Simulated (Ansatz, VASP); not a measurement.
# One calculation of P, two programs

```
CELL_PARAMETERS angstrom
2.42161 0.00000 0.00000
0.00000 2.42161 0.00000
0.09686 0.00000 2.42161
ATOMIC_POSITIONS crystal
P 0.00000 0.00000 0.00000
```

Change from the starting cell: shear of c along a, cell held, atoms relaxed: +4.0 %.

Alike in both runs: task single point; functional PBEsol; k mesh 18 × 18 × 18; occupations gaussian, width 0.1 eV; no spin polarisation.

```csv
,VASP,Ansatz
version,VASP 6.6.1,Ansatz 0.2.0
potentials or method,"VASP PAW PBE potentials, release 64 (P), cutoff 520 eV","scalar-relativistic, plane waves, PAW"
valence electrons in the cell,5,5
```

|  | VASP | Ansatz | Ansatz less VASP |
| --- | --- | --- | --- |
| gap on the k mesh at the Fermi level (eV) | none | none | - |
| pressure (GPa) | 0.2 | 0.1 | -0.10 |
| traceless stress, the component that is largest in VASP (GPa) | -2.13 | -2.13 | -0.008 |

VASP's potentials were made for PBE, not for PBEsol. A gap of «none» marks a metal or a gap that the smearing closes. The functional is the same, so the differences come from potentials, cutoffs and numerics.
